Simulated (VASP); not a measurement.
# Al2O3 (Corundum) (R-3c) in VASP: settings compared

The runs below take Al2O3 (Corundum) through single point, with r2SCAN, revPBE.

All numbers are computed with VASP 6.6.1; they aren't measurements. Logs are shortened: lines on timing, memory, paths and dates and some standing lists are left out, and cuts for length are marked.

**Measured values to compare with.**

“Multi-petahertz electron interference in Cr:Al2O3 solid-state material”, 2018, pmc:5906618 quotes, for a bulk crystal of Al2O3: band gap 8.7 eV (optical).

The runs below are set against these values where they give the same quantity.

## (1) The cell of the first run

The structure is trigonal, space group R-3c (No. 167). The conventional cell has a = 4.760 Å, b = 4.760 Å, c = 12.996 Å, α = 90.00°, β = 90.00°, γ = 120.00°. Al (site symmetry 3) has 6 O at 1.85 to 1.97 Å within 2.5 Å. O (site symmetry 2) has 4 Al at 1.85 to 1.97 Å within 2.5 Å.

## (2) Single point, r2SCAN

The input, POSCAR:

```
Al2O3
1.0
    2.3802500000      1.3742379782      4.3318666667
   -2.3802500000      1.3742379782      4.3318666667
    0.0000000000     -2.7484759565      4.3318666667
Al O
4 6
Direct
    0.8521600000      0.8521600000      0.8521600000
    0.6478400000      0.6478400000      0.6478400000
    0.1478400000      0.1478400000      0.1478400000
    0.3521600000      0.3521600000      0.3521600000
    0.0566800000      0.7500000000      0.4433200000
    0.7500000000      0.4433200000      0.0566800000
    0.4433200000      0.0566800000      0.7500000000
    0.9433200000      0.2500000000      0.5566800000
    0.2500000000      0.5566800000      0.9433200000
    0.5566800000      0.9433200000      0.2500000000
```

The input, INCAR.step1:

```
SYSTEM = Al2O3
ALGO = Normal
EDIFF = 1E-4
ENCUT = 520
GGA = PE
ISMEAR = -1
LASPH = .True.
LCHARG = .False.
LREAL = .False.
LWAVE = .True.
NBANDS = 35
NELM = 100
PREC = Accurate
SIGMA = 0.05
```

The input, INCAR.step2:

```
SYSTEM = Al2O3
ALGO = Normal
EDIFF = 1E-6
ENCUT = 520
ISIF = 2
ISMEAR = -1
ISTART = 1
LASPH = .True.
LCHARG = .False.
LMIXTAU = .True.
LREAL = .False.
LWAVE = .False.
METAGGA = R2SCAN
NBANDS = 35
NELM = 100
PREC = Accurate
SIGMA = 0.05
```

The input, KPOINTS:

```
k-points
0
Gamma
  7 7 7
  0 0 0
```

Potentials or basis: VASP PAW PBE potentials, release 64 (Al, O).

Launch:

```console
$ cat potpaw_PBE.64/Al/POTCAR potpaw_PBE.64/O/POTCAR > POTCAR
$ cp INCAR.step1 INCAR
$ mpirun -np 1 vasp_std > vasp.out
$ cp INCAR.step2 INCAR
$ mpirun -np 1 vasp_std > vasp.out
```

OUTCAR:

```text
SYSTEM = Al2O3
   EDIFF = 1E-6
   ENCUT = 520
   ISIF = 2
   ISMEAR = -1
   ISTART = 1
   LASPH = .True.
   LREAL = .False.
   METAGGA = R2SCAN
   NELM = 100
   PREC = Accurate

 ion  position               nearest neighbor table
   1  0.852  0.852  0.852-   8 1.85   9 1.85  10 1.85   6 1.97   7 1.97   5 1.97   2 2.66   3 2.79
                             3 2.79   3 2.79   2 3.22   2 3.22   2 3.22
   2  0.648  0.648  0.648-   9 1.85   8 1.85  10 1.85   5 1.97   7 1.97   6 1.97   1 2.66   4 2.79
                             4 2.79   4 2.79   1 3.22   1 3.22   1 3.22
   3  0.148  0.148  0.148-   5 1.85   6 1.85   7 1.85   9 1.97  10 1.97   8 1.97   4 2.66   1 2.79
                             1 2.79   1 2.79   4 3.22   4 3.22   4 3.22
   4  0.352  0.352  0.352-   6 1.85   5 1.85   7 1.85   8 1.97  10 1.97   9 1.97   3 2.66   2 2.79
                             2 2.79   2 2.79   3 3.22   3 3.22   3 3.22
   5  0.057  0.750  0.443-   3 1.85   4 1.85   2 1.97   1 1.97
   6  0.750  0.443  0.057-   4 1.85   3 1.85   1 1.97   2 1.97
   7  0.443  0.057  0.750-   3 1.85   4 1.85   1 1.97   2 1.97
   8  0.943  0.250  0.557-   1 1.85   2 1.85   4 1.97   3 1.97
   9  0.250  0.557  0.943-   2 1.85   1 1.85   3 1.97   4 1.97
  10  0.557  0.943  0.250-   1 1.85   2 1.85   3 1.97   4 1.97

  LATTYP: Found a trigonal (rhomboedric) cell.
 ALAT       =     5.1302230849
 COS(alpha) =     0.5694707703

  Lattice vectors:

 A1 = (   2.3802500000,   1.3742379782,   4.3318666667)
 A2 = (  -2.3802500000,   1.3742379782,   4.3318666667)
 A3 = (   0.0000000000,  -2.7484759565,   4.3318666667)

Analysis of symmetry for initial positions (statically):
=====================================================================
 Subroutine PRICEL returns:
 Original cell was already a primitive cell.

 Routine SETGRP: Setting up the symmetry group for a
 trigonal (rhombohedral) supercell.

 Subroutine GETGRP returns: Found 12 space group operations
 (whereof  6 operations were pure point group operations)
 out of a pool of 12 trial point group operations.

The static configuration has the point symmetry S_6 .
 The point group associated with its full space group is D_3d.

Analysis of symmetry for dynamics (positions and initial velocities):
=====================================================================
 Subroutine PRICEL returns:
 Original cell was already a primitive cell.

 Routine SETGRP: Setting up the symmetry group for a
[... 130 lines left out ...]
   ISYM   =      2    0-nonsym 1-usesym 2-fastsym
   POTIM  = 0.5000    time-step for ionic-motion
   TEBEG  =    0.0;   TEEND  =   0.0 temperature during run
   PSTRESS=    0.0 pullay stress
   NELECT =      48.0000    total number of electrons
   NUPDOWN=      -1.0000    fix difference up-down
   EMIN   =  10.00;   EMAX   =-10.00  energy-range for DOS
   EFERMI =   0.00;   METHOD = LEGACY
   ISMEAR =    -1;   SIGMA  =   0.05  broadening in eV -4-tet -1-fermi 0-gaus
   EFERMI_NEDOS =   21; number of points for ismear=-14 and -15
   IALGO  =     38    algorithm
   IMIX   =      4    mixing-type and parameters
     AMIX     =   0.40;   BMIX     =  1.00
     AMIX_MAG =   1.60;   BMIX_MAG =  1.00
  volume/ion in A,a.u.               =       8.50        57.37
  Fermi-wavevector in a.u.,A,eV,Ry     =   1.353064  2.556920 24.909299  1.830782
  Thomas-Fermi vector in A             =   2.480350
   LORBIT       =      0    0 simple, 1 ext, 2 COOP (PROOUT), +10 PAW based schemes
   METAGGA = R2SCAN    functional components
   LHFCALC =     F    Hartree Fock is set to
   AEXX    =    0.0000 exact exchange contribution
   IVDW    =     0    specifies the selected vdW correction
   LEPSILON=     F    determine dielectric tensor
   LRPA    =     F    only Hartree local field effects (RPA)
 non-spin polarized calculation
  energy-cutoff  :      520.00
  volume of cell :       85.02
 maximum number of plane-waves:      2304
 NGX is ok and might be reduce to    40
   NGX = 19   NGY = 19   NGZ = 19

 number of electron      48.0000013 magnetization

 Free energy of the ion-electron system (eV)
  ---------------------------------------------------
  ext. energy  EPLUGINS =         0.00000000
  ---------------------------------------------------
  free energy    TOTEN  =       -96.26849958 eV

  energy without entropy =      -96.26849958  energy(sigma->0) =      -96.26849958

 E-fermi :   6.8555     XC(G=0): -12.2278

 val. band max:        5.7430861607   @ k =   0.0000   0.0000   0.0000
 cond. band min:      12.8747809686   @ k =   0.0000   0.0000   0.0000
 fundamental gap:      7.1316948080
 Fermi energy:         6.8554780959

 k-point     1 :       0.0000    0.0000    0.0000
  band No.  band energies     occupation
      1     -14.4621      2.00000
      2     -12.1714      2.00000
      3     -11.9010      2.00000
      4     -11.9010      2.00000
      5     -11.5952      2.00000
      6     -11.5952      2.00000
[... 901 lines left out ...]
     34      20.4451      0.00000
     35      20.7206      0.00000

 [... further k-points ...]

------------------------ aborting loop because EDIFF is reached ----------------------------------------

  FORCE on cell =-STRESS in cart. coord.  units (eV):
  Direction    XX          YY          ZZ          XY          YZ          ZX
  --------------------------------------------------------------------------------------
  -------------------------------------------------------------------------------------
  Total       -0.3392390     -0.3392390     -0.4136904      0.0000000      0.0000000      0.0000000
  in kB       -6.3930116     -6.3930116     -7.7960598      0.0000000      0.0000000      0.0000000
  external PRESSURE =      -6.8606944 kB  Pullay stress =       0.0000000 kB

 VOLUME and BASIS-vectors are now :
 -----------------------------------------------------------------------------
  energy-cutoff  :      520.00
  volume of cell :       85.02
      direct lattice vectors                 reciprocal lattice vectors
     2.380250000  1.374237978  4.331866667     0.210061968  0.121279334  0.076949121
    -2.380250000  1.374237978  4.331866667    -0.210061968  0.121279334  0.076949121
     0.000000000 -2.748475957  4.331866667     0.000000000 -0.242558668  0.076949121

 POSITION                                       TOTAL-FORCE (eV/Angst)
 -----------------------------------------------------------------------------------
      0.00000     -0.00000     11.07433         0.000000      0.000000     -0.079590
      0.00000     -0.00000      8.41907         0.000000     -0.000000      0.079590
      0.00000     -0.00000      1.92127         0.000000     -0.000000      0.079590
      0.00000     -0.00000      4.57653         0.000000      0.000000     -0.079590
     -1.65027     -0.10988      5.41483        -0.028843     -0.049958     -0.000000
      0.72998      1.48412      5.41483        -0.028843      0.049958     -0.000000
      0.92030     -1.37424      5.41483         0.057686     -0.000000     -0.000000
      1.65027      0.10988      7.58077         0.028843      0.049958     -0.000000
     -0.72998     -1.48412      7.58077         0.028843     -0.049958     -0.000000
     -0.92030      1.37424      7.58077        -0.057686     -0.000000      0.000000
 -----------------------------------------------------------------------------------
    total drift:                               -0.000000      0.000000     -0.000000

  FREE ENERGIE OF THE ION-ELECTRON SYSTEM (eV)
  ---------------------------------------------------
  free  energy   TOTEN  =       -96.2684995804 eV

  energy  without entropy=      -96.2684995804  energy(sigma->0) =      -96.26849958
```

It took 7.4 min on 1 thread of Intel Xeon Platinum 8259CL at 2.50GHz (Skylake/Cascade Lake), shared host; peak memory 0.3 GiB.

What came out:

- Free energy: -96.2685 eV
- Pressure: -0.7 GPa
- Largest force: 0.080 eV/Å
- Band gap on the k mesh: 7.13 eV, direct

Forces on the atoms (eV/Å):
```
Al   0.000  0.000 -0.080
Al   0.000  0.000  0.080
Al   0.000  0.000  0.080
Al   0.000  0.000 -0.080
O   -0.029 -0.050  0.000
O   -0.029  0.050  0.000
O    0.058  0.000  0.000
O    0.029  0.050  0.000
O    0.029 -0.050  0.000
O   -0.058  0.000  0.000
```

Stress tensor (GPa, compression positive):
```
-0.64  0.00  0.00
 0.00 -0.64  0.00
 0.00  0.00 -0.78
```

Levels at points of the mesh, in eV from the valence-band top:
```
           k point  band 20  band 21  band 22  band 23  band 24  band 25  band 26  band 27  band 28  band 29
(0.00, 0.00, 0.00)    -0.53    -0.53    -0.06    -0.06     0.00     7.13    10.11    11.92    12.57    12.57
```

Caveat: the PAW data sets were made with another functional, which shifts forces and pressure a little.

## (3) Single point, revPBE

This run uses another cell than the first one, of 7.99 Å³/atom, 0.940 times its volume.

The input, INCAR:

```
PREC = Accurate ; ENCUT = 520
EDIFF = 1E-6 ; ISMEAR = -1
SIGMA = 0.05 ; LREAL = False
LASPH = True ; NELM = 80
ALGO = Normal ; ISIF = 2
LWAVE = False ; LCHARG = False
GGA = RE ; NBANDS = 35
```

The input, KPOINTS:

```
Automatic mesh
0
Gamma
  7 7 7
```

Edit POSCAR of step 2 so:

```diff
@@ -2,5 +2,5 @@
 1.0
-    2.3802500000      1.3742379782      4.3318666667
-   -2.3802500000      1.3742379782      4.3318666667
-    0.0000000000     -2.7484759565      4.3318666667
+    2.3316598353      1.3461844335      4.2434364115
+   -2.3316598353      1.3461844335      4.2434364115
+    0.0000000000     -2.6923688671      4.2434364115
 Al O
```

Potentials or basis: VASP PAW PBE potentials, release 64 (Al, O).

Launch:

```console
$ cat potpaw_PBE.64/Al/POTCAR potpaw_PBE.64/O/POTCAR > POTCAR
$ mpirun -np 1 vasp_std > vasp.out
```

Wall time 1.8 min (1 thread of Intel Xeon 6975P-C (Granite Rapids), shared host); peak memory 0.27 GiB.

Results (log left out):

```
Free energy            : -70.7768 eV
Pressure               : 29.3 GPa
Largest force          : 0.076 eV/Å
Band gap on the k mesh : 7.09 eV, direct
```

Forces in eV/Å, atoms in the order of the input:
```
Al   0.000  0.000 -0.076
Al   0.000  0.000  0.076
Al   0.000  0.000  0.076
Al   0.000  0.000 -0.076
O    0.031  0.053  0.000
O    0.031 -0.053  0.000
O   -0.061  0.000  0.000
O   -0.031 -0.053  0.000
O   -0.031  0.053  0.000
O    0.061  0.000  0.000
```

Stress tensor (GPa, compression positive):
```
30.02  0.00  0.00
 0.00 30.02  0.00
 0.00  0.00 27.93
```

Levels at points of the mesh, in eV from the valence-band top:
```
           k point  band 22  band 23  band 24  band 25  band 26  band 27
(0.00, 0.00, 0.00)    -0.06    -0.06     0.00     7.09     9.70    11.67
```

Caveat: the PAW data sets were made with another functional, which shifts forces and pressure a little. A k mesh can miss the band edges.

## (4) Single point, revPBE

This run uses another cell than the first one, of 8.16 Å³/atom, 0.960 times its volume.

The input, INCAR:

```
SYSTEM = Al2O3
PREC = Accurate
ENCUT = 520
EDIFF = 1E-6
ISMEAR = -1
SIGMA = 0.05
LREAL = .FALSE.
LASPH = .TRUE.
NELM = 100
ALGO = Normal
ISIF = 2
LWAVE = .FALSE.
LCHARG = .FALSE.
GGA = RE
NBANDS = 35
```

The input, KPOINTS:

```
Automatic mesh
0
G
  7 7 7
  0 0 0
```

Edit POSCAR of step 3 so:

```diff
@@ -2,5 +2,5 @@
 1.0
-    2.3316598353      1.3461844335      4.2434364115
-   -2.3316598353      1.3461844335      4.2434364115
-    0.0000000000     -2.6923688671      4.2434364115
+    2.3480805160      1.3556649179      4.2733207511
+   -2.3480805160      1.3556649179      4.2733207511
+    0.0000000000     -2.7113298360      4.2733207511
 Al O
```

Launch:

```console
$ cat potpaw_PBE.64/Al/POTCAR potpaw_PBE.64/O/POTCAR > POTCAR
$ mpirun -np 1 vasp_std > vasp.out
```

It took 1.9 min on 1 thread of Intel Xeon 6975P-C (Granite Rapids), shared host; peak memory 0.26 GiB.

The run converged. Its results:

- Free energy: -71.0544 eV
- Pressure: 22.5 GPa
- Largest force: 0.060 eV/Å
- Band gap on the k mesh: 6.81 eV, direct

Forces on the atoms (eV/Å):
```
Al   0.000  0.000 -0.060
Al   0.000  0.000  0.060
Al   0.000  0.000  0.060
Al   0.000  0.000 -0.060
O    0.020  0.034  0.000
O    0.020 -0.034  0.000
O   -0.039  0.000  0.000
O   -0.020 -0.034  0.000
O   -0.020  0.034  0.000
O    0.039  0.000  0.000
```

Stress tensor (GPa, compression positive):
```
23.05  0.00  0.00
 0.00 23.05  0.00
 0.00  0.00 21.47
```

Levels at points of the mesh, in eV from the valence-band top:
| k point | band 20 | band 21 | band 22 | band 23 | band 24 | band 25 | band 26 | band 27 | band 28 | band 29 |
| --- | --- | --- | --- | --- | --- | --- | --- | --- | --- | --- |
| (0.00, 0.00, 0.00) | -0.55 | -0.55 | -0.05 | -0.05 | 0.00 | 6.81 | 9.54 | 11.39 | 11.95 | 11.95 |

Caveat: the PAW data sets were made with another functional, which shifts forces and pressure a little. A k mesh can miss the band edges.

(Continued in part 2 of 2.)
